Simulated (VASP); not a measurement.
# WSe2 in VASP: notebook, part 2 of 2

VASP 6.6.1.

### Step 3. Single point, PBE+D3(BJ)

Contents of INCAR:

```
PREC     = Accurate       # precision mode
ENCUT    = 520            # plane-wave cutoff, eV
EDIFF    = 1E-7           # SCF threshold, eV
ISMEAR   = 0              # smearing method
SIGMA    = 0.02           # smearing width, eV
LREAL    = False          # projectors in reciprocal space
LASPH    = True           # aspherical terms in the spheres
NELM     = 80             # most SCF steps
ALGO     = Normal         # electronic algorithm
ISIF     = 2              # what is computed and relaxed
LWAVE    = False          # write WAVECAR
LCHARG   = False          # write CHGCAR
LDIPOL   = True         
IDIPOL   = 3            
DIPOL    = 0.5 0.5 0.500
GGA      = PE             # functional
IVDW     = 12             # dispersion correction
NBANDS   = 20             # bands
```

Contents of KPOINTS:

```
Automatic mesh
0
Gamma
  9 9 1
```

Contents of POSCAR:

```
WSe2
1.0
    3.1980000000      0.0000000000      0.0000000000
   -1.5990000000      2.7695492413      0.0000000000
    0.0000000000      0.0000000000     32.7373831004
Se W
2 1
Direct
    0.3333333333      0.6666666667      0.4494309000
    0.3333333333      0.6666666667      0.5505691000
    0.6666666667      0.3333333333      0.5000000000
```

Potentials or basis: VASP PAW PBE potentials, release 64 (Se, W_sv).

Run with:

```
$ cat potpaw_PBE.64/Se/POTCAR potpaw_PBE.64/W_sv/POTCAR > POTCAR
$ mpirun -np 1 vasp_std > vasp.out
```

OUTCAR:

```text
PREC = Accurate
   ENCUT = 520
   EDIFF = 1E-7
   ISMEAR = 0
   LREAL = False
   LASPH = True
   NELM = 80
   ISIF = 2
   GGA = PE
   IVDW = 12
 IVDW          = 12

 ion  position               nearest neighbor table
   1  0.333  0.667  0.449-   3 2.48   3 2.48   3 2.48
   2  0.333  0.667  0.551-   3 2.48   3 2.48   3 2.48
   3  0.667  0.333  0.500-   1 2.48   2 2.48   1 2.48   2 2.48   1 2.48   2 2.48

  LATTYP: Found a hexagonal cell.
 ALAT       =     3.1980000000
 C/A-ratio  =    10.2368302378

  Lattice vectors:

 A1 = (   3.1980000000,   0.0000000000,   0.0000000000)
[... 464 lines left out ...]
  --------------------------------------------------------------------------------------
  -------------------------------------------------------------------------------------
  Total       4.14482     4.14482     4.19379     0.00000     0.00000    -0.00000
  in kB      22.90261    22.90261    23.17317     0.00000     0.00000    -0.00000
  external pressure =       22.99 kB  Pullay stress =        0.00 kB

 VOLUME and BASIS-vectors are now :
 -----------------------------------------------------------------------------
  energy-cutoff  :      520.00
  volume of cell :      289.96
      direct lattice vectors                 reciprocal lattice vectors
     3.198000000  0.000000000  0.000000000     0.312695435  0.180534793  0.000000000
    -1.599000000  2.769549241  0.000000000     0.000000000  0.361069587  0.000000000
     0.000000000  0.000000000 32.737383100     0.000000000  0.000000000  0.030546119

 POSITION                                       TOTAL-FORCE (eV/Angst)
 -----------------------------------------------------------------------------------
     -0.00000      1.84637     14.71319         0.000000      0.000000     -1.270304
     -0.00000      1.84637     18.02419         0.000000      0.000000      1.270304
      1.59900      0.92318     16.36869        -0.000000     -0.000000      0.000000
 -----------------------------------------------------------------------------------
    total drift:                               -0.000000      0.000000      0.000000

  FREE ENERGIE OF THE ION-ELECTRON SYSTEM (eV)
  ---------------------------------------------------
  free  energy   TOTEN  =       -22.4738500178 eV

  energy  without entropy=      -22.4738500178  energy(sigma->0) =      -22.47385002

 vacuum level on the upper side and lower side of the slab         2.284         2.284
```

It took 52 s on 1 thread of Intel Xeon 6975P-C (Granite Rapids), shared host; peak memory 0.4 GiB.

What came out:

| Property | Result |
| --- | --- |
| Free energy | -22.4739 eV |
| Largest force | 1.270 eV/Å |
| Band gap on the k mesh | 1.82 eV, indirect (least direct gap 1.91 eV) |
| Dispersion energy per atom | -0.359 eV |

Forces on the atoms (eV/Å):
```
Se   0.000  0.000 -1.270
Se   0.000  0.000  1.270
W    0.000  0.000  0.000
```

Caveat: spin-orbit coupling is left out, which moves the levels of the heavy elements.

### Step 4. Single point, PBE+D3(BJ)

Contents of INCAR:

```
SYSTEM = WSe2
PREC = Accurate
ENCUT = 520
EDIFF = 1E-6
ISMEAR = 0
SIGMA = 0.02
LREAL = .FALSE.
LASPH = .TRUE.
NELM = 60
ALGO = Normal
ISIF = 2
LWAVE = .FALSE.
LCHARG = .TRUE.
LDIPOL = .TRUE.
IDIPOL = 3
DIPOL = 0.5 0.5 0.500
GGA = PE
IVDW = 12
LELF = .TRUE.
LVHAR = .TRUE.
LVACPOTAV = .TRUE.
NBANDS = 20
```

Contents of KPOINTS:

```
Automatic mesh
0
G
  9 9 1
  0 0 0
```

Contents of POSCAR:

```
WSe2
1.0
    3.1980000000      0.0000000000      0.0000000000
   -1.5990000000      2.7695492413      0.0000000000
    0.0000000000      0.0000000000     32.7373831004
Se W
2 1
Direct
    0.3333333333      0.6666666667      0.4476439520
    0.3333333333      0.6666666667      0.5523560480
    0.6666666667      0.3333333333      0.5000000000
```

Potentials or basis: VASP PAW PBE potentials, release 64 (Se, W_sv).

Run with:

```
$ cat potpaw_PBE.64/Se/POTCAR potpaw_PBE.64/W_sv/POTCAR > POTCAR
$ mpirun -np 1 vasp_std > vasp.out
```

OUTCAR:

```text
SYSTEM = WSe2
   PREC = Accurate
   ENCUT = 520
   EDIFF = 1E-6
   ISMEAR = 0
   LREAL = .FALSE.
   LASPH = .TRUE.
   NELM = 60
   ISIF = 2
   GGA = PE
   IVDW = 12
 IVDW          = 12

 ion  position               nearest neighbor table
   1  0.333  0.667  0.448-   3 2.52   3 2.52   3 2.52
   2  0.333  0.667  0.552-   3 2.52   3 2.52   3 2.52
   3  0.667  0.333  0.500-   1 2.52   2 2.52   1 2.52   2 2.52   1 2.52   2 2.52

  LATTYP: Found a hexagonal cell.
 ALAT       =     3.1980000000
[... 464 lines left out ...]

  FORCE on cell =-STRESS in cart. coord.  units (eV):
  Direction    XX          YY          ZZ          XY          YZ          ZX
  --------------------------------------------------------------------------------------
  -------------------------------------------------------------------------------------
  Total       2.66903     2.66903     0.43731    -0.00000     0.00000    -0.00000
  in kB      14.74800    14.74800     2.41639    -0.00000     0.00000    -0.00000
  external pressure =       10.64 kB  Pullay stress =        0.00 kB

 VOLUME and BASIS-vectors are now :
 -----------------------------------------------------------------------------
  energy-cutoff  :      520.00
  volume of cell :      289.96
      direct lattice vectors                 reciprocal lattice vectors
     3.198000000  0.000000000  0.000000000     0.312695435  0.180534793  0.000000000
    -1.599000000  2.769549241  0.000000000     0.000000000  0.361069587  0.000000000
     0.000000000  0.000000000 32.737383100     0.000000000  0.000000000  0.030546119

 POSITION                                       TOTAL-FORCE (eV/Angst)
 -----------------------------------------------------------------------------------
     -0.00000      1.84637     14.65469         0.000000      0.000000     -0.131233
     -0.00000      1.84637     18.08269        -0.000000      0.000000      0.131233
      1.59900      0.92318     16.36869        -0.000000     -0.000000      0.000000
 -----------------------------------------------------------------------------------
    total drift:                               -0.000000      0.000000      0.000000

  FREE ENERGIE OF THE ION-ELECTRON SYSTEM (eV)
  ---------------------------------------------------
  free  energy   TOTEN  =       -22.5540356900 eV

  energy  without entropy=      -22.5540356900  energy(sigma->0) =      -22.55403569

 vacuum level on the upper side and lower side of the slab         2.292         2.292
```

Wall time 50 s (1 thread of Intel Xeon 6975P-C (Granite Rapids), shared host); peak memory 0.41 GiB.

Results:

```yaml
Free_energy: -22.5540 eV
Largest_force: 0.131 eV/Å
Band_gap_on_the_k_mesh: 1.61 eV, indirect (least direct gap 2.05 eV)
Dispersion_energy_per_atom: -0.354 eV
```

Forces on the atoms (eV/Å):
```
Se   0.000  0.000 -0.131
Se   0.000  0.000  0.131
W    0.000  0.000  0.000
```

Caveat: spin-orbit coupling is left out, which moves the levels of the heavy elements.
